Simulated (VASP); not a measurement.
# MgSc2C2 (Immm) in VASP: notebook, part 3 of 3

VASP 6.6.1.

## (6) Single point, PBE, collinear spin, ferromagnetic start

This run uses another cell than the first one, of 16.07 Å³/atom, 1.199 times its volume.

INCAR

```
SYSTEM = MgSc2C2
PREC = Accurate ; ENCUT = 520
EDIFF = 1E-7 ; ISMEAR = 0
SIGMA = 0.1 ; LREAL = .False.
LASPH = .True. ; NELM = 150
ALGO = Normal ; ISIF = 2
LWAVE = .False. ; LCHARG = .False.
ISPIN = 2 ; MAGMOM = 0 0 0 1 1
LORBIT = 11 ; LMAXMIX = 4
GGA = PE ; NBANDS = 28
```

KPOINTS

```
regular mesh
0
Gamma
  6 6 6
  0 0 0
```

POSCAR

```
MgSc2C2
1.0
   -2.0155354400      2.5582354300      3.8953533800
    2.0155354400     -2.5582354300      3.8953533800
    2.0155354400      2.5582354300     -3.8953533800
Mg Sc C
1 2 2
Direct
    0.0000000000      0.0000000000      0.0000000000
    0.2982834600      0.7982834600      0.5000000000
    0.7017165400      0.2017165400      0.5000000000
    0.7327898200      0.5000000000      0.2327898200
    0.2672101800      0.5000000000      0.7672101800
```

Potentials or basis: VASP PAW PBE potentials, release 64 (Mg, Sc_sv, C).

Run with:

```bash
$ cat potpaw_PBE.64/Mg/POTCAR potpaw_PBE.64/Sc_sv/POTCAR potpaw_PBE.64/C/POTCAR > POTCAR
$ mpirun -np 1 vasp_std > vasp.out
```

OUTCAR:

```text
SYSTEM = MgSc2C2
   PREC = Accurate
   ENCUT = 520
   EDIFF = 1E-7
   ISMEAR = 0
   LREAL = .False.
   LASPH = .True.
   NELM = 150
   ISIF = 2
   ISPIN = 2
   LORBIT = 11
   GGA = PE

 ion  position               nearest neighbor table
   1  0.000  0.000  0.000-   4 2.44   5 2.44   5 2.44   4 2.44   3 3.00   2 3.00   3 3.00   2 3.00
                             3 3.08   2 3.08   2 3.08   3 3.08
   2  0.298  0.798  0.500-   4 2.70   5 2.70   1 3.00   1 3.00   1 3.08   1 3.08   3 3.14   3 3.34
                             3 3.34   3 3.34   3 3.34
   3  0.702  0.202  0.500-   5 2.70   4 2.70   1 3.00   1 3.00   1 3.08   1 3.08   2 3.14   2 3.34
                             2 3.34   2 3.34   2 3.34
   4  0.733  0.500  0.233-   1 2.44   1 2.44   2 2.70   3 2.70
   5  0.267  0.500  0.767-   1 2.44   1 2.44   3 2.70   2 2.70

  LATTYP: Found a body centered orthorhombic cell.
 ALAT       =     4.0310708800
 B/A-ratio  =     1.2692584706
 C/A-ratio  =     1.9326642949

  Lattice vectors:

 A1 = (  -2.0155354400,   2.5582354300,   3.8953533800)
 A2 = (   2.0155354400,  -2.5582354300,   3.8953533800)
 A3 = (   2.0155354400,   2.5582354300,  -3.8953533800)

Analysis of symmetry for initial positions (statically):
=====================================================================
 Subroutine PRICEL returns:
 Original cell was already a primitive cell.

 Routine SETGRP: Setting up the symmetry group for a
 body centered orthorhombic supercell.

 Subroutine GETGRP returns: Found  8 space group operations
 (whereof  8 operations were pure point group operations)
 out of a pool of  8 trial point group operations.

The static configuration has the point symmetry D_2h.

Analysis of symmetry for dynamics (positions and initial velocities):
=====================================================================
 Subroutine PRICEL returns:
 Original cell was already a primitive cell.

 Routine SETGRP: Setting up the symmetry group for a
 body centered orthorhombic supercell.

 Subroutine GETGRP returns: Found  8 space group operations
 (whereof  8 operations were pure point group operations)
 out of a pool of  8 trial point group operations.

The dynamic configuration has the point symmetry D_2h.

Analysis of structural, dynamic, and magnetic symmetry:
=====================================================================
 Subroutine PRICEL returns:
 Original cell was already a primitive cell.

 Routine SETGRP: Setting up the symmetry group for a
 body centered orthorhombic supercell.

 Subroutine GETGRP returns: Found  8 space group operations
 (whereof  8 operations were pure point group operations)
 out of a pool of  8 trial point group operations.

The overall configuration has the point symmetry D_2h.

 Subroutine INISYM returns: Found  8 space group operations
 (whereof  8 operations are pure point group operations),
 and found     1 'primitive' translations

----------------------------------------------------------------------------------------

                                     Primitive cell

  volume of cell :      80.3411

  direct lattice vectors                    reciprocal lattice vectors
    -2.015535440  2.558235430  3.895353380     0.000000000  0.195447219  0.128358059
     2.015535440 -2.558235430  3.895353380     0.248073038  0.000000000  0.128358059
     2.015535440  2.558235430 -3.895353380     0.248073038  0.195447219  0.000000000

  length of vectors
     5.077472755  5.077472755  5.077472755     0.233827729  0.279313486  0.315816161

  position of ions in fractional coordinates (direct lattice)
     0.000000000  0.000000000  0.000000000
     0.298283460  0.798283460  0.500000000
     0.701716540  0.201716540  0.500000000
     0.732789820  0.500000000  0.232789820
[... 89 lines left out ...]
   POTIM  = 0.5000    time-step for ionic-motion
   TEBEG  =    0.0;   TEEND  =   0.0 temperature during run
   PSTRESS=    0.0 pullay stress
   NELECT =      32.0000    total number of electrons
   NUPDOWN=      -1.0000    fix difference up-down
   EMIN   =  10.00;   EMAX   =-10.00  energy-range for DOS
   EFERMI =   0.00;   METHOD = LEGACY
   ISMEAR =     0;   SIGMA  =   0.10  broadening in eV -4-tet -1-fermi 0-gaus
   EFERMI_NEDOS =   21; number of points for ismear=-14 and -15
   IALGO  =     38    algorithm
   IMIX   =      4    mixing-type and parameters
     AMIX     =   0.40;   BMIX     =  1.00
     AMIX_MAG =   1.60;   BMIX_MAG =  1.00
  volume/ion in A,a.u.               =      16.07       108.43
  Fermi-wavevector in a.u.,A,eV,Ry     =   1.204515  2.276203 19.740100  1.450856
  Thomas-Fermi vector in A             =   2.340238
   LORBIT       =     11    0 simple, 1 ext, 2 COOP (PROOUT), +10 PAW based schemes
   GGA     = PE    functional components
   LHFCALC =     F    Hartree Fock is set to
   AEXX    =    0.0000 exact exchange contribution
   IVDW    =     0    specifies the selected vdW correction
   LEPSILON=     F    determine dielectric tensor
   LRPA    =     F    only Hartree local field effects (RPA)
 spin polarized calculation
 Gauss-broadening in eV      SIGMA  =   0.10
  energy-cutoff  :      520.00
  volume of cell :       80.34
 maximum number of plane-waves:      2190
 NGX is ok and might be reduce to    40
   NGX = 19   NGY = 19   NGZ = 19

 number of electron      32.0000003 magnetization       0.0556023

 number of electron      32.0000003 magnetization      -0.0066896

 Free energy of the ion-electron system (eV)
  ---------------------------------------------------
  ext. energy  EPLUGINS =         0.00000000
  ---------------------------------------------------
  free energy    TOTEN  =       -29.87047182 eV

  energy without entropy =      -29.84672558  energy(sigma->0) =      -29.85859870

 E-fermi :   4.1311     XC(G=0): -10.3041

 val. band max:        4.1236571980   @ k =   0.3333  -0.3333   0.1667
 cond. band min:       4.1408271895   @ k =   0.3333   0.0000  -0.0000
 fundamental gap:      0.0171699915
 Fermi energy:         4.1310548802

 spin component 1

 k-point     1 :       0.0000    0.0000    0.0000
  band No.  band energies     occupation
      1     -45.5910      1.00000
      2     -45.5462      1.00000
      3     -24.2767      1.00000
      4     -24.2521      1.00000
      5     -24.2030      1.00000
      6     -24.1235      1.00000
[... 733 lines left out ...]
     27       8.6171      0.00000
     28       9.7310      0.00000

 [... further k-points ...]

 spin component 2

 k-point     1 :       0.0000    0.0000    0.0000
  band No.  band energies     occupation
      1     -45.5924      1.00000
      2     -45.5477      1.00000
      3     -24.2781      1.00000
      4     -24.2541      1.00000
      5     -24.2042      1.00000
      6     -24.1247      1.00000
[... 733 lines left out ...]
     27       8.6151      0.00000
     28       9.7293      0.00000

 [... further k-points ...]
[... 5 lines left out ...]
  --------------------------------------------------------------------------------------
  -------------------------------------------------------------------------------------
  Total      -14.8724170     -3.1081583     -8.3230498      0.0000000      0.0000000      0.0000000
  in kB     -296.5885191    -61.9834731   -165.9798144      0.0000000      0.0000000      0.0000000
  external PRESSURE =    -174.8506022 kB  Pullay stress =       0.0000000 kB

 VOLUME and BASIS-vectors are now :
 -----------------------------------------------------------------------------
  energy-cutoff  :      520.00
  volume of cell :       80.34
      direct lattice vectors                 reciprocal lattice vectors
    -2.015535440  2.558235430  3.895353380     0.000000000  0.195447219  0.128358059
     2.015535440 -2.558235430  3.895353380     0.248073038  0.000000000  0.128358059
     2.015535440  2.558235430 -3.895353380     0.248073038  0.195447219  0.000000000

 POSITION                                       TOTAL-FORCE (eV/Angst)
 -----------------------------------------------------------------------------------
      0.00000      0.00000      0.00000        -0.000000     -0.000000      0.000000
      2.01554      0.00000      2.32384         0.000000     -0.000000     -0.176289
      0.00000      2.55824      1.57151         0.000000     -0.000000      0.176289
      0.00000      1.19106      3.89535        -0.000000     -0.905966     -0.000000
      2.01554      1.36717      0.00000        -0.000000      0.905966      0.000000
 -----------------------------------------------------------------------------------
    total drift:                                0.000000      0.000000     -0.000000

  FREE ENERGIE OF THE ION-ELECTRON SYSTEM (eV)
  ---------------------------------------------------
  free  energy   TOTEN  =       -29.8704718193 eV

  energy  without entropy=      -29.8467255834  energy(sigma->0) =      -29.85859870

 total charge

# of ion       s       p       d       tot
------------------------------------------
    1        0.191   0.174   0.034   0.400
    2        2.180   6.107   0.997   9.285
    3        2.180   6.107   0.997   9.285
    4        0.893   1.221   0.000   2.114
    5        0.893   1.221   0.000   2.114
--------------------------------------------------
tot          6.336  14.831   2.029  23.196

 magnetization (x)

# of ion       s       p       d       tot
------------------------------------------
    1       -0.000  -0.000  -0.000  -0.000
    2       -0.000  -0.000  -0.002  -0.002
    3       -0.000  -0.000  -0.002  -0.002
    4       -0.000   0.000   0.000   0.000
    5       -0.000   0.000   0.000   0.000
--------------------------------------------------
tot         -0.000  -0.000  -0.003  -0.004
```

Wall time 5.7 min (1 thread of Intel Xeon 6975P-C, shared host); peak memory 0.38 GiB.

What came out:

* Free energy: -29.8705 eV
* Pressure: -17.5 GPa
* Largest force: 0.906 eV/Å
* Band gap on the k mesh: zero (filled and empty bands overlap)
* Net moment: -0.01 μB per cell
* Valence electrons inside the program's atomic spheres: Mg 0.40; Sc 9.29; C 2.11

Forces in eV/Å, atoms in the order of the input:
```
Mg   0.000  0.000  0.000
Sc   0.000  0.000 -0.176
Sc   0.000  0.000  0.176
C    0.000 -0.906  0.000
C    0.000  0.906  0.000
```

Levels at points of the mesh, in eV from the Fermi level:
Spin up:
```csv
k point,band 13,band 14,band 15,band 16,band 17,band 18,band 19,band 20
"(0.00, 0.00, 0.00)",-2.16,-1.24,-1.22,-1.05,-0.55,1.11,1.86,2.34
"(0.50, 0.00, 0.00)",-1.71,-1.65,-0.92,-0.02,0.22,0.31,1.26,1.89
"(0.00, 0.50, 0.00)",-2.21,-2.11,-1.35,-0.98,-0.07,1.62,2.22,2.47
"(0.50, 0.50, 0.00)",-2.13,-2.02,-0.60,-0.26,0.30,1.32,1.46,1.77
"(0.50, 0.50, 0.50)",-2.04,-0.93,-0.89,-0.04,0.81,1.21,1.60,1.79
```
Spin down:
| k point | band 13 | band 14 | band 15 | band 16 | band 17 | band 18 | band 19 | band 20 |
| --- | --- | --- | --- | --- | --- | --- | --- | --- |
| (0.00, 0.00, 0.00) | -2.16 | -1.24 | -1.22 | -1.05 | -0.56 | 1.11 | 1.85 | 2.34 |
| (0.50, 0.00, 0.00) | -1.71 | -1.65 | -0.92 | -0.02 | 0.22 | 0.30 | 1.26 | 1.89 |
| (0.00, 0.50, 0.00) | -2.22 | -2.11 | -1.35 | -0.99 | -0.08 | 1.62 | 2.22 | 2.47 |
| (0.50, 0.50, 0.00) | -2.13 | -2.02 | -0.60 | -0.26 | 0.29 | 1.32 | 1.46 | 1.77 |
| (0.50, 0.50, 0.50) | -2.04 | -0.94 | -0.89 | -0.04 | 0.81 | 1.21 | 1.60 | 1.78 |

## (7) Overview

| task | spin | cell | cutoff (eV) | gap on the mesh (eV) | pressure (GPa) | moment (μB) | largest force (eV/Å) |
| --- | --- | --- | --- | --- | --- | --- | --- |
| single point | off | a = 5.072 Å, angles 141.7, 122.4, 71.3°, 5 atoms | 520 | none | 0.3 | - | 0.10 |
| single point | off | a = 5.077 Å, angles 133.2, 119.5, 79.8°, 5 atoms | 520 | none | -17.5 | - | 0.91 |
| relaxation of cell and atoms | off | relaxed from a = 5.077 Å, angles 133.2, 119.5, 79.8°, 5 atoms | 600 | none | -0.1 | - | 0.01 |
| single point | collinear, ferromagnetic start | a = 5.072 Å, angles 141.7, 122.4, 71.3°, 5 atoms | 520 | none | 0.3 | 0.00 | 0.10 |
| single point | collinear, ferromagnetic start | a = 5.077 Å, angles 133.2, 119.5, 79.8°, 5 atoms | 520 | none | -17.5 | 0.01 | 0.91 |

Alike in all rows: level PBE; potentials or basis VASP PAW PBE potentials, release 64 (Mg, Sc_sv, C); k mesh 6 × 6 × 6; smearing gaussian 0.1 eV.

Caveats: some runs use coarse meshes; the volume moved by over 15 % at a fixed basis, so the end points are rough (some runs).

Total energies depend on the potentials used, so only differences within one code and one set of settings carry meaning.
